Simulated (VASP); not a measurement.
A run of VASP 6.6.1 is set up as follows.

File POSCAR:

```
AlN
1.0
    2.5930250327      0.0000000000      0.0000000000
    0.0000000000      2.5930250327      0.0000000000
    0.0000000000      0.0000000000      2.5930250327
Al N
1 1
Direct
    0.0000000000      0.0000000000      0.0000000000
    0.5000000000      0.5000000000      0.5000000000
```

File INCAR.step1:

```
SYSTEM = AlN
PREC = Accurate
ENCUT = 600
ISMEAR = -1
SIGMA = 0.03
LREAL = .False.
LASPH = .True.
NELM = 60
GGA = PE
ALGO = Normal
EDIFF = 1E-4
LWAVE = .True.
LCHARG = .False.
```

The input INCAR.step2:

```
SYSTEM = AlN
PREC = Accurate
ENCUT = 600
EDIFF = 1E-6
ISMEAR = -1
SIGMA = 0.03
LREAL = .False.
LASPH = .True.
NELM = 60
ALGO = Normal
ISIF = 3
LWAVE = .False.
LCHARG = .False.
METAGGA = R2SCAN
LMIXTAU = .True.
LUSE_VDW = .True.
IVDW_NL = 2
BPARAM = 11.95
CPARAM = 0.0093
IBRION = 2
NSW = 100
EDIFFG = -0.01
ISTART = 1
```

Contents of KPOINTS:

```
regular mesh
0
Gamma
  8 8 8
  0 0 0
```

Potentials or basis: VASP PAW PBE potentials, release 64 (Al, N).

Command:

```sh
$ cat potpaw_PBE.64/Al/POTCAR potpaw_PBE.64/N/POTCAR > POTCAR
$ cp INCAR.step1 INCAR
$ mpirun -np 1 vasp_std > vasp.out
$ cp INCAR.step2 INCAR
$ mpirun -np 1 vasp_std > vasp.out
```

Task: Predict the band gap on the k mesh.

Result: Zero (band 4 reaches 11.40 eV, above the bottom of band 5 at 10.74 eV).

Task: Estimate the relaxed cell.

Result: a = 2.580 Å, b = 2.580 Å, c = 2.580 Å, α = 90.00°, β = 90.00°, γ = 90.00°.

Final structure:
```cif
data_structure
_symmetry_space_group_name_H-M 'P 1'
_symmetry_Int_Tables_number 1
_cell_length_a 2.5800
_cell_length_b 2.5800
_cell_length_c 2.5800
_cell_angle_alpha 90.000
_cell_angle_beta 90.000
_cell_angle_gamma 90.000
_cell_volume 17.17
loop_
_atom_site_label
_atom_site_type_symbol
_atom_site_fract_x
_atom_site_fract_y
_atom_site_fract_z
_atom_site_occupancy
Al1 Al 0.00000 0.00000 0.00000 1
N1 N 0.50000 0.50000 0.50000 1
```
